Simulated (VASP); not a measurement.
# Os (Pm-3m) in VASP: notebook

Os is run at these levels: revPBE; tasks: single point.

Program: VASP 6.6.1. These are calculated values, not measurements. Logs are shortened: lines on timing, memory, paths and dates and some standing lists are left out, and cuts for length are marked.

## Step 1: The cell of the first run

Symmetry: Pm-3m, No. 221, cubic system. The conventional cell has a = 2.565 Å, b = 2.565 Å, c = 2.565 Å, α = 90.00°, β = 90.00°, γ = 90.00°. Os (site symmetry m-3m) has 6 Os at 2.57 Å within 3.4 Å.

## Step 2: Single point, revPBE

INCAR

```
ALGO     = Normal         # electronic algorithm
EDIFF    = 1E-6           # SCF threshold, eV
ENCUT    = 520            # plane-wave cutoff, eV
GGA      = RE             # functional
ISIF     = 2              # what is computed and relaxed
ISMEAR   = -1             # smearing method
LASPH    = T              # aspherical terms in the spheres
LCHARG   = T              # write CHGCAR
LELF     = T              # ELF
LREAL    = F              # projectors in reciprocal space
LVHAR    = T            
LWAVE    = F              # write WAVECAR
NBANDS   = 10             # bands
NELM     = 60             # most SCF steps
PREC     = Accurate       # precision mode
SIGMA    = 0.1            # smearing width, eV
```

KPOINTS

```
k-points
0
Gamma
  13 13 13
```

POSCAR

```
Os
1.0
    2.5652057079      0.0000000000      0.0000000000
    0.0000000000      2.5652057079      0.0000000000
    0.0000000000      0.0000000000      2.5652057079
Os
1
Direct
    0.0000000000      0.0000000000      0.0000000000
```

Potentials or basis: VASP PAW PBE potentials, release 64 (Os).

Launch:

```bash
cat potpaw_PBE.64/Os/POTCAR > POTCAR
mpirun -np 1 vasp_std > vasp.out
```

OUTCAR:

```text
EDIFF = 1E-6
   ENCUT = 520
   GGA = RE
   ISIF = 2
   ISMEAR = -1
   LASPH = T
   LREAL = F
   NELM = 60
   PREC = Accurate

 ion  position               nearest neighbor table
   1  0.000  0.000  0.000-

  LATTYP: Found a simple cubic cell.
 ALAT       =     2.5652057079

  Lattice vectors:

 A1 = (   2.5652057079,   0.0000000000,   0.0000000000)
 A2 = (   0.0000000000,   2.5652057079,   0.0000000000)
 A3 = (   0.0000000000,   0.0000000000,   2.5652057079)

Analysis of symmetry for initial positions (statically):
=====================================================================
 Subroutine PRICEL returns:
 Original cell was already a primitive cell.

 Routine SETGRP: Setting up the symmetry group for a
 simple cubic supercell.

 Subroutine GETGRP returns: Found 48 space group operations
 (whereof 48 operations were pure point group operations)
 out of a pool of 48 trial point group operations.

The static configuration has the point symmetry O_h .

Analysis of symmetry for dynamics (positions and initial velocities):
=====================================================================
 Subroutine PRICEL returns:
 Original cell was already a primitive cell.

 Routine SETGRP: Setting up the symmetry group for a
 simple cubic supercell.

 Subroutine GETGRP returns: Found 48 space group operations
 (whereof 48 operations were pure point group operations)
 out of a pool of 48 trial point group operations.

The dynamic configuration has the point symmetry O_h .

 Subroutine INISYM returns: Found 48 space group operations
 (whereof 48 operations are pure point group operations),
 and found     1 'primitive' translations

----------------------------------------------------------------------------------------

                                     Primitive cell

  volume of cell :      16.8798

  direct lattice vectors                    reciprocal lattice vectors
     2.565205708  0.000000000  0.000000000     0.389832284  0.000000000  0.000000000
     0.000000000  2.565205708  0.000000000     0.000000000  0.389832284  0.000000000
     0.000000000  0.000000000  2.565205708     0.000000000  0.000000000  0.389832284

  length of vectors
     2.565205708  2.565205708  2.565205708     0.389832284  0.389832284  0.389832284

  position of ions in fractional coordinates (direct lattice)
     0.000000000  0.000000000  0.000000000

  ion indices of the primitive-cell ions
   primitive index   ion index
                 1           1

----------------------------------------------------------------------------------------

 KPOINTS: k-points

Automatic generation of k-mesh.
 Grid dimensions read from file:
 generate k-points for:   13   13   13

 Generating k-lattice:

  Cartesian coordinates                     Fractional coordinates (reciprocal lattice)
     0.029987099  0.000000000  0.000000000     0.076923077  0.000000000  0.000000000
     0.000000000  0.029987099  0.000000000     0.000000000  0.076923077  0.000000000
     0.000000000  0.000000000  0.029987099     0.000000000  0.000000000  0.076923077

  Length of vectors
     0.029987099  0.029987099  0.029987099

  Shift w.r.t. Gamma in fractional coordinates (k-lattice)
     0.000000000  0.000000000  0.000000000

 Subroutine IBZKPT returns following result:
 ===========================================

 Found     84 irreducible k-points:

 Following reciprocal coordinates:
            Coordinates               Weight
  0.000000  0.000000  0.000000      1.000000
  0.076923  0.000000  0.000000      6.000000
  0.153846  0.000000  0.000000      6.000000
  0.230769  0.000000  0.000000      6.000000
  0.307692  0.000000  0.000000      6.000000
  0.384615  0.000000  0.000000      6.000000
[... 16 lines left out ...]
  0.307692  0.307692  0.000000     12.000000
  0.384615  0.307692  0.000000     24.000000
 [... further k-points ...]
   k-points           NKPTS =     84   k-points in BZ     NKDIM =     84   number of bands    NBANDS=     10
   number of dos      NEDOS =    301   number of ions     NIONS =      1
   total plane-waves  NPLWV =   8000
   dimension x,y,z NGX =    20 NGY =   20 NGZ =   20
   dimension x,y,z NGXF=    40 NGYF=   40 NGZF=   40
   ions per type =               1
   NGX,Y,Z   is equivalent  to a cutoff of  12.96, 12.96, 12.96 a.u.
   NGXF,Y,Z  is equivalent  to a cutoff of  25.92, 25.92, 25.92 a.u.
 SYSTEM =  unknown system
   PREC   = accura    normal or accurate (medium, high low for compatibility)
   ISTART =      0    job   : 0-new  1-cont  2-samecut
   ICHARG =      2    charge: 1-file 2-atom 10-const
   ISPIN  =      1    spin polarized calculation?
   LNONCOLLINEAR =      F non collinear calculations
   LSORBIT =      F    spin-orbit coupling
   LASPH  =      T    aspherical Exc in radial PAW
   ENCUT  =  520.0 eV  38.22 Ry    6.18 a.u.   4.77  4.77  4.77*2*pi/ulx,y,z
   NELM   =     60;   NELMIN=  2; NELMDL= -5     # of ELM steps
   EDIFF  = 0.1E-05   stopping-criterion for ELM
   LREAL  =      F    real-space projection
   EDIFFG = 0.1E-04   stopping-criterion for IOM
   NSW    =      0    number of steps for IOM
   IBRION =     -1    ionic relax: 0-MD 1-quasi-New 2-CG
   NFREE  =      0    steps in history (QN), initial steepest desc. (CG)
   ISIF   =      2    stress and relaxation
   ISYM   =      2    0-nonsym 1-usesym 2-fastsym
   POTIM  = 0.5000    time-step for ionic-motion
   TEBEG  =    0.0;   TEEND  =   0.0 temperature during run
   PSTRESS=    0.0 pullay stress
   NELECT =       8.0000    total number of electrons
   NUPDOWN=      -1.0000    fix difference up-down
   EMIN   =  10.00;   EMAX   =-10.00  energy-range for DOS
   EFERMI =   0.00;   METHOD = LEGACY
   ISMEAR =    -1;   SIGMA  =   0.10  broadening in eV -4-tet -1-fermi 0-gaus
   EFERMI_NEDOS =   21; number of points for ismear=-14 and -15
   IALGO  =     38    algorithm
   IMIX   =      4    mixing-type and parameters
     AMIX     =   0.40;   BMIX     =  1.00
     AMIX_MAG =   1.60;   BMIX_MAG =  1.00
  volume/ion in A,a.u.               =      16.88       113.91
  Fermi-wavevector in a.u.,A,eV,Ry     =   1.276388  2.412023 22.166145  1.629166
  Thomas-Fermi vector in A             =   2.409047
   LORBIT       =      0    0 simple, 1 ext, 2 COOP (PROOUT), +10 PAW based schemes
   GGA     = RE    functional components
   LHFCALC =     F    Hartree Fock is set to
   AEXX    =    0.0000 exact exchange contribution
   IVDW    =     0    specifies the selected vdW correction
   LEPSILON=     F    determine dielectric tensor
   LRPA    =     F    only Hartree local field effects (RPA)
 non-spin polarized calculation
  energy-cutoff  :      520.00
  volume of cell :       16.88
 maximum number of plane-waves:       466
 NGX is ok and might be reduce to    20
   NGX =  9   NGY =  9   NGZ =  9

 number of electron       7.9999999 magnetization

 Free energy of the ion-electron system (eV)
  ---------------------------------------------------
  ext. energy  EPLUGINS =         0.00000000
  ---------------------------------------------------
  free energy    TOTEN  =        -9.25828262 eV

  energy without entropy =       -9.21151184  energy(sigma->0) =       -9.23489723

 E-fermi :   7.1090     XC(G=0): -12.7886

 val. band max:        7.1038705362   @ k =   0.3077   0.1538   0.0000
 cond. band min:       7.1092629913   @ k =   0.3077   0.1538   0.0769
 fundamental gap:      0.0053924551
 Fermi energy:         7.1089556870

 k-point     1 :       0.0000    0.0000    0.0000
  band No.  band energies     occupation
      1      -2.2475      2.00000
      2       1.2472      2.00000
      3       1.2472      2.00000
      4       9.3150      0.00000
      5       9.3150      0.00000
      6       9.3150      0.00000
      7      22.5208      0.00000
      8      22.5208      0.00000
      9      22.5208      0.00000
     10      28.5208      0.00000

 k-point     2 :       0.0769    0.0000    0.0000
  band No.  band energies     occupation
      1      -2.0583      2.00000
      2       1.2903      2.00000
      3       1.4404      2.00000
      4       9.0742      0.00000
      5       9.0742      0.00000
      6       9.3330      0.00000
      7      21.3956      0.00000
      8      22.8980      0.00000
      9      22.8980      0.00000
     10      29.2831      0.00000

 k-point     3 :       0.1538    0.0000    0.0000
  band No.  band energies     occupation
      1      -1.5457      2.00000
      2       1.4118      2.00000
      3       2.0263      2.00000
      4       8.4625      0.00000
      5       8.4625      0.00000
      6       9.3834      0.00000
      7      19.2933      0.00000
      8      23.9029      0.00000
      9      23.9029      0.00000
     10      28.0352      0.00000

 k-point     4 :       0.2308    0.0000    0.0000
  band No.  band energies     occupation
      1      -0.8475      2.00000
      2       1.5891      2.00000
      3       2.9865      2.00000
      4       7.7043      0.00518
      5       7.7043      0.00518
      6       9.4552      0.00000
      7      17.2378      0.00000
      8      25.2674      0.00000
      9      25.2674      0.00000
     10      26.0801      0.00000
[... 222 lines left out ...]
 k-point    22 :       0.4615    0.2308    0.0000
  band No.  band energies     occupation
      1       1.8658      2.00000
      2       2.4911      2.00000
      3       4.4022      2.00000
      4       6.4404      1.99751
      5       8.2040      0.00004
      6       9.2524      0.00000
      7      14.2314      0.00000
      8      23.1471      0.00000
      9      24.3026      0.00000
     10      26.5769      0.00000

 k-point    23 :       0.3077    0.3077    0.0000
  band No.  band energies     occupation
      1       1.4072      2.00000
      2       2.4968      2.00000
      3       5.7986      2.00000
      4       6.6877      1.97082
      5       7.2463      0.40418
      6       7.4949      0.04131
      7      17.0762      0.00000
      8      19.7161      0.00000
      9      25.5679      0.00000
     10      30.8618      0.00000

 k-point    24 :       0.3846    0.3077    0.0000
  band No.  band energies     occupation
      1       1.5952      2.00000
      2       2.2465      2.00000
      3       6.2347      1.99968
      4       6.8484      1.86239
      5       7.4948      0.04133
      6       8.3097      0.00001
      7      15.6380      0.00000
      8      20.4039      0.00000
      9      24.6593      0.00000
     10      28.8201      0.00000

 [... further k-points ...]
[... 5 lines left out ...]
  --------------------------------------------------------------------------------------
  -------------------------------------------------------------------------------------
  Total       -0.0476076     -0.0476076     -0.0476076      0.0000000     -0.0000000      0.0000000
  in kB       -4.5187710     -4.5187710     -4.5187710      0.0000000     -0.0000000      0.0000000
  external PRESSURE =      -4.5187710 kB  Pullay stress =       0.0000000 kB

 VOLUME and BASIS-vectors are now :
 -----------------------------------------------------------------------------
  energy-cutoff  :      520.00
  volume of cell :       16.88
      direct lattice vectors                 reciprocal lattice vectors
     2.565205708  0.000000000  0.000000000     0.389832284  0.000000000  0.000000000
     0.000000000  2.565205708  0.000000000     0.000000000  0.389832284  0.000000000
     0.000000000  0.000000000  2.565205708     0.000000000  0.000000000  0.389832284

 POSITION                                       TOTAL-FORCE (eV/Angst)
 -----------------------------------------------------------------------------------
      0.00000      0.00000      0.00000         0.000000      0.000000      0.000000
 -----------------------------------------------------------------------------------
    total drift:                               -0.000000     -0.000000     -0.000000

  FREE ENERGIE OF THE ION-ELECTRON SYSTEM (eV)
  ---------------------------------------------------
  free  energy   TOTEN  =        -9.2582826186 eV

  energy  without entropy=       -9.2115118418  energy(sigma->0) =       -9.23489723
```

Wall time 23 s (1 thread of AMD EPYC 7R13, shared host); peak memory 0.1 GiB.

What came out:

```yaml
Free_energy: -9.2583 eV
Pressure: -0.5 GPa
Band_gap_on_the_k_mesh: zero (band 4 reaches 11.47 eV, above the bottom of band 5 at 6.18 eV)
```

Levels at points of the mesh, in eV from the Fermi level:
```
           k point  band 2  band 3  band 4  band 5  band 6  band 7
(0.00, 0.00, 0.00)   -5.86   -5.86    2.21    2.21    2.21   15.41
```

Caveat: the PAW data sets were made with another functional, which shifts forces and pressure a little; spin-orbit coupling is left out, which moves the levels of the heavy elements.

(Continued in part 2 of 2.)
